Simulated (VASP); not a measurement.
# Ge32H19N in VASP: notebook

The runs below take Ge32H19N through single point, with PBE+D3(BJ), revPBE+D3(BJ).

Everything below comes from runs of VASP 6.6.1. Logs are shortened: lines on timing, memory, paths and dates and some standing lists are left out, and cuts for length are marked.

## Step 1: The cell of the first run

The cell holds a slab with vacuum, 52 atoms: a = 11.316 Å, b = 11.316 Å, c = 20.913 Å, α = 90.00°, β = 90.00°, γ = 90.00°.

## Step 2: Single point, PBE+D3(BJ)

The input, INCAR:

```
ALGO     = Normal         # electronic algorithm
EDIFF    = 1E-6           # SCF threshold, eV
ENCUT    = 520            # plane-wave cutoff, eV
GGA      = PE             # functional
ISIF     = 2              # what is computed and relaxed
ISMEAR   = 0              # smearing method
IVDW     = 12             # dispersion correction
LASPH    = True           # aspherical terms in the spheres
LCHARG   = False          # write CHGCAR
LREAL    = Auto         
LWAVE    = False          # write WAVECAR
NBANDS   = 268            # bands
NELM     = 80             # most SCF steps
PREC     = Accurate       # precision mode
SIGMA    = 0.03           # smearing width, eV
```

The input, KPOINTS:

```
k-points
0
Gamma
  1 1 1
```

The input, POSCAR:

```
Ge32H19N
1.0
    8.0016200000      8.0016200000      0.0000000000
   -8.0016200000      8.0016200000      0.0000000000
    0.0000000000      0.0000000000     20.9129000000
Ge H N
32 19 1
Direct
   -0.3140264721      0.3109589683      0.3422215953
   -0.1932265591     -0.3220955881      0.3427282682
    0.0439510999     -0.0542962550      0.3643328759
    0.3120354378      0.1838665170      0.3426609413
   -0.0338037172     -0.4697666847      0.3828234726
    0.2039113954     -0.2055433150      0.3496382137
    0.4666291326      0.0315199922      0.3828993588
    0.5291077932     -0.5398707387      0.3831886061
   -0.1229138599      0.3855727965      0.3029960455
   -0.1218800693     -0.1321514893      0.2995752861
    0.1196302124      0.1168401524      0.3030792956
    0.3845051377      0.3741041189      0.3019578346
    0.1139816062     -0.3830706157      0.3033881958
    0.3796226889     -0.1136263032      0.3028374831
    0.6144460122      0.1186966514      0.3036572642
    0.6136939145     -0.3898503678      0.3047311946
   -0.0016775353      0.2515248162      0.2349168217
    0.0033902510     -0.2545517658      0.2287861081
    0.2516011133     -0.0000707982      0.2296743159
    0.5021017619      0.2479591008      0.2284534426
    0.2500573009     -0.5017030926      0.2353577457
    0.4995950820     -0.2493661284      0.2354661477
    0.7491876020     -0.0005028357      0.2346429237
    0.7499260150     -0.4988361107      0.2289604981
   -0.1250000000      0.1250000000      0.1644629870
   -0.1250000000     -0.3750000000      0.1644629870
    0.1250000000     -0.1250000000      0.1644629870
    0.3750000000      0.1250000000      0.1644629870
    0.1250000000     -0.6250000000      0.1644629870
    0.3750000000     -0.3750000000      0.1644629870
    0.6250000000     -0.1250000000      0.1644629870
    0.6250000000     -0.6250000000      0.1644629870
   -0.0489780195      0.0489780195      0.1195430093
   -0.2010219805      0.2010219805      0.1195430093
   -0.0489780195     -0.4510219805      0.1195430093
   -0.2010219805     -0.2989780195      0.1195430093
    0.2010219805     -0.2010219805      0.1195430093
    0.0489780195     -0.0489780195      0.1195430093
    0.4510219805      0.0489780195      0.1195430093
    0.2989780195      0.2010219805      0.1195430093
    0.2010219805     -0.7010219805      0.1195430093
    0.0489780195     -0.5489780195      0.1195430093
    0.4510219805     -0.4510219805      0.1195430093
    0.2989780195     -0.2989780195      0.1195430093
    0.7010219805     -0.2010219805      0.1195430093
    0.5489780195     -0.0489780195      0.1195430093
    0.7010219805     -0.7010219805      0.1195430093
    0.5489780195     -0.5489780195      0.1195430093
    0.1005543252     -0.1036277029      0.4375916779
    0.2772766015     -0.1653117744      0.4640497014
    0.1792448279     -0.2744950398      0.4671431509
    0.2014608917     -0.1979839707      0.4440084828
```

Potentials or basis: VASP PAW PBE potentials, release 64 (Ge_d, H, N).

On the command line:

```console
cat potpaw_PBE.64/Ge_d/POTCAR potpaw_PBE.64/H/POTCAR potpaw_PBE.64/N/POTCAR > POTCAR
mpirun -np 1 vasp_gam > vasp.out
```

OUTCAR:

```text
EDIFF = 1E-6
   ENCUT = 520
   GGA = PE
   ISIF = 2
   ISMEAR = 0
   IVDW = 12
   LASPH = True
   LREAL = Auto
   NELM = 80
   PREC = Accurate
 IVDW          = 12

 ion  position               nearest neighbor table
   1  0.686  0.311  0.342-  15 2.46   9 2.46   8 2.60
   2  0.807  0.678  0.343-  16 2.45  10 2.47   5 2.60
   3  0.044  0.946  0.364-  49 1.75  11 2.47  10 2.48   6 2.51
   4  0.312  0.184  0.343-  11 2.45  12 2.46   7 2.60
   5  0.966  0.530  0.383-   9 2.55  13 2.55   2 2.60
   6  0.204  0.794  0.350-  52 1.98  14 2.45  13 2.45   3 2.51
   7  0.467  0.032  0.383-  14 2.54  15 2.55   4 2.60
   8  0.529  0.460  0.383-  16 2.55  12 2.55   1 2.60
   9  0.877  0.386  0.303-   1 2.46  24 2.49  17 2.49   5 2.55
  10  0.878  0.868  0.300-   2 2.47  18 2.47   3 2.48  23 2.49
  11  0.120  0.117  0.303-   4 2.45   3 2.47  17 2.50  19 2.52
  12  0.385  0.374  0.302-   4 2.46  20 2.48  21 2.50   8 2.55
  13  0.114  0.617  0.303-   6 2.45  18 2.47  21 2.49   5 2.55
  14  0.380  0.886  0.303-   6 2.45  19 2.47  22 2.49   7 2.54
[... 35 lines left out ...]
  50  0.277  0.835  0.464-  52 1.02
  51  0.179  0.726  0.467-  52 1.02
  52  0.201  0.802  0.444-  51 1.02  50 1.02   6 1.98

  LATTYP: Found a simple tetragonal cell.
 ALAT       =    11.3159995250
 C/A-ratio  =     1.8480824388

  Lattice vectors:

 A1 = (   8.0016200000,   8.0016200000,   0.0000000000)
 A2 = (  -8.0016200000,   8.0016200000,   0.0000000000)
 A3 = (   0.0000000000,   0.0000000000,  20.9129000000)

Analysis of symmetry for initial positions (statically):
=====================================================================
 Subroutine PRICEL returns:
 Original cell was already a primitive cell.

 Routine SETGRP: Setting up the symmetry group for a
 simple tetragonal supercell.

 Subroutine GETGRP returns: Found  1 space group operations
 (whereof  1 operations were pure point group operations)
 out of a pool of 16 trial point group operations.

The static configuration has the point symmetry C_1 .

Analysis of symmetry for dynamics (positions and initial velocities):
=====================================================================
 Subroutine PRICEL returns:
 Original cell was already a primitive cell.

 Routine SETGRP: Setting up the symmetry group for a
 simple tetragonal supercell.

 Subroutine GETGRP returns: Found  1 space group operations
 (whereof  1 operations were pure point group operations)
[... 182 lines left out ...]
   IBRION =     -1    ionic relax: 0-MD 1-quasi-New 2-CG
   NFREE  =      0    steps in history (QN), initial steepest desc. (CG)
   ISIF   =      2    stress and relaxation
   ISYM   =      2    0-nonsym 1-usesym 2-fastsym
   POTIM  = 0.5000    time-step for ionic-motion
   TEBEG  =    0.0;   TEEND  =   0.0 temperature during run
   PSTRESS=    0.0 pullay stress
   NELECT =     472.0000    total number of electrons
   NUPDOWN=      -1.0000    fix difference up-down
   EMIN   =  10.00;   EMAX   =-10.00  energy-range for DOS
   EFERMI =   0.00;   METHOD = LEGACY
   ISMEAR =     0;   SIGMA  =   0.03  broadening in eV -4-tet -1-fermi 0-gaus
   EFERMI_NEDOS =   21; number of points for ismear=-14 and -15
   IALGO  =     38    algorithm
   IMIX   =      4    mixing-type and parameters
     AMIX     =   0.40;   BMIX     =  1.00
     AMIX_MAG =   1.60;   BMIX_MAG =  1.00
  volume/ion in A,a.u.               =      51.50       347.53
  Fermi-wavevector in a.u.,A,eV,Ry     =   0.917886  1.734553 11.463111  0.842515
  Thomas-Fermi vector in A             =   2.042906
   LORBIT       =      0    0 simple, 1 ext, 2 COOP (PROOUT), +10 PAW based schemes
   GGA     = PE    functional components
   LHFCALC =     F    Hartree Fock is set to
   AEXX    =    0.0000 exact exchange contribution
   IVDW    =    12    specifies the selected vdW correction
   LEPSILON=     F    determine dielectric tensor
   LRPA    =     F    only Hartree local field effects (RPA)
 non-spin polarized calculation
 Gauss-broadening in eV      SIGMA  =   0.03
  energy-cutoff  :      520.00
  volume of cell :     2677.94
 maximum number of plane-waves:     35941
   NGX = 43   NGY = 43   NGZ = 77

 number of electron     471.9999730 magnetization

 Free energy of the ion-electron system (eV)
  ---------------------------------------------------
  ext. energy  EPLUGINS =         0.00000000
  ---------------------------------------------------
  free energy    TOTEN  =      -204.21343023 eV

  energy without entropy =     -204.21343023  energy(sigma->0) =     -204.21343023

 E-fermi :  -1.9840     XC(G=0):  -3.6815

 val. band max:       -2.1784951020   @ k =   0.0000   0.0000   0.0000
 cond. band min:      -1.5839549999   @ k =   0.0000   0.0000   0.0000
 fundamental gap:      0.5945401021
 Fermi energy:        -1.9840023967

 k-point     1 :       0.0000    0.0000    0.0000
  band No.  band energies     occupation
      1     -26.6340      2.00000
      2     -26.6241      2.00000
      3     -26.6188      2.00000
      4     -26.5658      2.00000
      5     -26.5629      2.00000
      6     -26.5577      2.00000
[... 240 lines left out ...]
    247       0.4365      0.00000
    248       0.4755      0.00000
 [bands above 248 left out]

------------------------ aborting loop because EDIFF is reached ----------------------------------------

 Edisp (eV)   -7.06640

 E8    (eV) :    -3.1341

  FORCE on cell =-STRESS in cart. coord.  units (eV):
  Direction    XX          YY          ZZ          XY          YZ          ZX
  --------------------------------------------------------------------------------------
  -------------------------------------------------------------------------------------
  Total      13.67987     7.43984    -0.54103     0.60385     0.12429    -0.04010
  in kB       8.18450     4.45117    -0.32369     0.36127     0.07436    -0.02399
  external pressure =        4.10 kB  Pullay stress =        0.00 kB

 VOLUME and BASIS-vectors are now :
 -----------------------------------------------------------------------------
  energy-cutoff  :      520.00
  volume of cell :     2677.94
      direct lattice vectors                 reciprocal lattice vectors
     8.001620000  8.001620000  0.000000000     0.062487346  0.062487346  0.000000000
    -8.001620000  8.001620000  0.000000000    -0.062487346  0.062487346  0.000000000
     0.000000000  0.000000000 20.912900000     0.000000000  0.000000000  0.047817376

 POSITION                                       TOTAL-FORCE (eV/Angst)
 -----------------------------------------------------------------------------------
      3.00072      7.97708      7.15685         0.004146      0.006206      0.003882
      1.03116     11.87983      7.16744         0.006727      0.005775     -0.013475
     -7.21548      7.91884      7.61926         0.004130      0.022120      0.040735
      1.02556      3.96802      7.16603         0.006031      0.000621     -0.015767
      3.48841     11.97386      8.00595         0.006978     -0.001011      0.007807
     -4.72532      7.98856      7.31195        -0.010587     -0.007577     -0.008121
[... 44 lines left out ...]
     -4.37097      7.23946      9.76932        -0.033023     -0.025085     -0.020680
     -4.80541      8.02944      9.28550         0.061222      0.036014      0.037528
 -----------------------------------------------------------------------------------
    total drift:                                0.005178      0.002931      0.012996

  FREE ENERGIE OF THE ION-ELECTRON SYSTEM (eV)
  ---------------------------------------------------
  free  energy   TOTEN  =      -211.2798300236 eV

  energy  without entropy=     -211.2798300236  energy(sigma->0) =     -211.27983002
```

Wall time 31 min (1 thread of Intel Xeon Platinum 8259CL at 2.50GHz (Skylake/Cascade Lake), shared host); peak memory 1.8 GiB.

What came out:

```
Free energy                : -211.2798 eV
Largest force              : 0.617 eV/Å
Dispersion energy per atom : -0.136 eV
```

Forces in eV/Å, atoms in the order of the input:
```
Ge   0.004  0.006  0.004
Ge   0.007  0.006 -0.013
Ge   0.004  0.022  0.041
Ge   0.006  0.001 -0.016
Ge   0.007 -0.001  0.008
Ge  -0.011 -0.008 -0.008
Ge   0.006  0.007  0.011
Ge  -0.002  0.005  0.003
Ge   0.001  0.003  0.007
Ge  -0.001 -0.004  0.004
Ge   0.008  0.001 -0.018
Ge  -0.002  0.003  0.001
Ge  -0.001  0.003 -0.010
Ge  -0.001 -0.006  0.002
Ge  -0.008  0.001 -0.011
Ge   0.006  0.000 -0.013
Ge  -0.004 -0.003 -0.002
Ge   0.002 -0.004 -0.001
Ge   0.008  0.007  0.002
Ge  -0.003 -0.014  0.000
Ge  -0.004  0.000  0.000
Ge  -0.005  0.001  0.002
Ge  -0.007  0.001  0.000
Ge  -0.008 -0.003  0.002
Ge  -0.134 -0.033  0.518
Ge   0.037  0.103 -0.607
Ge  -0.043  0.054 -0.313
Ge   0.045 -0.001 -0.571
Ge   0.144  0.031  0.446
Ge  -0.142 -0.051  0.592
Ge   0.146 -0.067  0.432
Ge  -0.108  0.054 -0.494
H    0.025  0.001  0.024
H    0.082 -0.017  0.022
H   -0.085 -0.105 -0.051
H    0.116 -0.028 -0.010
H   -0.098  0.057 -0.010
H    0.046 -0.021 -0.026
H   -0.085 -0.004 -0.048
H    0.113  0.058 -0.016
H   -0.092 -0.045  0.024
H    0.013  0.005  0.028
H    0.023  0.007  0.010
H    0.090 -0.016  0.027
H   -0.092  0.010  0.025
H    0.014 -0.040  0.027
H   -0.069  0.059  0.003
H    0.053 -0.019 -0.023
H   -0.009 -0.024 -0.004
H   -0.022 -0.002 -0.014
H   -0.033 -0.025 -0.021
N    0.061  0.036  0.038
```

Levels at points of the mesh, in eV from the Fermi level:
```tsv
k point	band 234	band 235	band 236	band 237	band 238	band 239
(0.00, 0.00, 0.00)	-0.34	-0.26	-0.19	0.40	0.79	1.12
```

Caveat: the k points lie up to 0.56 Å⁻¹ apart.

## Step 3: Single point, revPBE+D3(BJ)

The input, INCAR:

```
PREC = Accurate
ENCUT = 520
EDIFF = 1E-6
ISMEAR = 0
SIGMA = 0.03
LREAL = Auto
LASPH = True
NELM = 80
ALGO = Normal
ISIF = 2
LWAVE = False
LCHARG = False
GGA = RE
IVDW = 12
NBANDS = 268
```

The input, KPOINTS:

```
regular mesh
0
Gamma
  1 1 1
```

The input, POSCAR:

```
Ge32H19N
1.0
    8.0016200000      8.0016200000      0.0000000000
   -8.0016200000      8.0016200000      0.0000000000
    0.0000000000      0.0000000000     20.9129000000
Ge H N
32 19 1
Direct
   -0.3140265300      0.3109589600      0.3422215800
   -0.1932265300     -0.3220955700      0.3427282900
    0.0439511100     -0.0542962900      0.3643328900
    0.3120354100      0.1838665000      0.3426609500
   -0.0338037500     -0.4697666600      0.3828234500
    0.2039114100     -0.2055432800      0.3496382000
    0.4666291900      0.0315199800      0.3828993800
    0.5291078100     -0.5398707600      0.3831886300
   -0.1229138700      0.3855728000      0.3029960600
   -0.1218800900     -0.1321514600      0.2995752700
    0.1196302400      0.1168401300      0.3030793100
    0.3845050800      0.3741041200      0.3019578400
    0.1139815600     -0.3830706200      0.3033882000
    0.3796227000     -0.1136263000      0.3028374700
    0.6144460500      0.1186966500      0.3036572400
    0.6136939100     -0.3898503900      0.3047312100
   -0.0016775600      0.2515248200      0.2349168200
    0.0033902100     -0.2545517500      0.2287860900
    0.2516011500     -0.0000707800      0.2296743200
    0.5021017800      0.2479590900      0.2284534600
    0.2500573100     -0.5017031000      0.2353577600
    0.4995950900     -0.2493661700      0.2354661700
    0.7491875800     -0.0005028300      0.2346429100
    0.7499259900     -0.4988360800      0.2289605200
   -0.1250000000      0.1250000000      0.1644630000
   -0.1250000000     -0.3750000000      0.1644630000
    0.1250000000     -0.1250000000      0.1644630000
    0.3750000000      0.1250000000      0.1644630000
    0.1250000000     -0.6250000000      0.1644630000
    0.3750000000     -0.3750000000      0.1644630000
    0.6250000000     -0.1250000000      0.1644630000
    0.6250000000     -0.6250000000      0.1644630000
   -0.0489780000      0.0489780000      0.1195430000
   -0.2010220000      0.2010220000      0.1195430000
   -0.0489780000     -0.4510220000      0.1195430000
   -0.2010220000     -0.2989780000      0.1195430000
    0.2010220000     -0.2010220000      0.1195430000
    0.0489780000     -0.0489780000      0.1195430000
    0.4510220000      0.0489780000      0.1195430000
    0.2989780000      0.2010220000      0.1195430000
    0.2010220000     -0.7010220000      0.1195430000
    0.0489780000     -0.5489780000      0.1195430000
    0.4510220000     -0.4510220000      0.1195430000
    0.2989780000     -0.2989780000      0.1195430000
    0.7010220000     -0.2010220000      0.1195430000
    0.5489780000     -0.0489780000      0.1195430000
    0.7010220000     -0.7010220000      0.1195430000
    0.5489780000     -0.5489780000      0.1195430000
    0.1005542900     -0.1036277200      0.4375916800
    0.2772766100     -0.1653117600      0.4640496900
    0.1792448300     -0.2744950500      0.4671431600
    0.2014609000     -0.1979839200      0.4440084700
```

Potentials or basis: VASP PAW PBE potentials, release 64 (Ge_d, H, N).

On the command line:

```console
cat potpaw_PBE.64/Ge_d/POTCAR potpaw_PBE.64/H/POTCAR potpaw_PBE.64/N/POTCAR > POTCAR
mpirun -np 1 vasp_gam > vasp.out
```

It took 28 min on 1 thread of AMD EPYC 7R13 (Zen 3), shared host; peak memory 1.8 GiB.

Results (log left out):

```
Free energy                : -210.3858 eV
Largest force              : 0.640 eV/Å
Band gap on the k mesh     : 0.63 eV
Dispersion energy per atom : -0.269 eV
```

Forces on the atoms (eV/Å):
```
Ge   0.101  0.010  0.058
Ge  -0.098  0.026  0.055
Ge  -0.046  0.019  0.038
Ge  -0.092  0.004  0.049
Ge   0.086  0.009  0.094
Ge   0.027 -0.008 -0.087
Ge   0.083 -0.001  0.095
Ge  -0.075  0.001  0.087
Ge   0.042  0.005 -0.030
Ge  -0.035  0.009 -0.010
Ge  -0.023 -0.009 -0.037
Ge  -0.042  0.011 -0.035
Ge   0.021  0.023 -0.033
Ge   0.024 -0.028 -0.022
Ge   0.029 -0.005 -0.046
Ge  -0.034 -0.004 -0.054
Ge  -0.005 -0.003  0.004
Ge   0.017  0.011 -0.026
Ge   0.024 -0.017 -0.034
Ge  -0.004 -0.017 -0.050
Ge  -0.004 -0.001  0.008
Ge  -0.004  0.004  0.010
Ge  -0.010  0.004  0.007
Ge  -0.007 -0.019 -0.057
Ge  -0.132 -0.034  0.490
Ge   0.037  0.103 -0.630
Ge  -0.044  0.054 -0.328
Ge   0.045 -0.004 -0.593
Ge   0.146  0.032  0.418
Ge  -0.142 -0.051  0.566
Ge   0.148 -0.070  0.403
Ge  -0.109  0.056 -0.514
H    0.002  0.001  0.031
H    0.103 -0.018  0.029
H   -0.105 -0.105 -0.047
H    0.136 -0.028 -0.007
H   -0.119  0.057 -0.007
H    0.068 -0.021 -0.022
H   -0.106 -0.004 -0.044
H    0.134  0.059 -0.012
H   -0.113 -0.046  0.030
H    0.035  0.005  0.036
H    0.000  0.007  0.017
H    0.111 -0.017  0.033
H   -0.113  0.010  0.031
H    0.037 -0.040  0.034
H   -0.090  0.058  0.006
H    0.075 -0.019 -0.019
H   -0.056 -0.025  0.026
H   -0.019 -0.011 -0.019
H   -0.029 -0.019 -0.025
N    0.126  0.043  0.132
```

Levels at points of the mesh, in eV from the valence-band top:
```csv
k point,band 232,band 233,band 234,band 235,band 236,band 237,band 238,band 239,band 240,band 241
"(0.00, 0.00, 0.00)",-0.42,-0.20,-0.14,-0.07,0.00,0.63,1.01,1.36,1.39,1.80
```

Caveat: the k points lie up to 0.56 Å⁻¹ apart; the PAW data sets were made with another functional, which shifts forces and pressure a little.

(Part 1 of 2 ends here.)
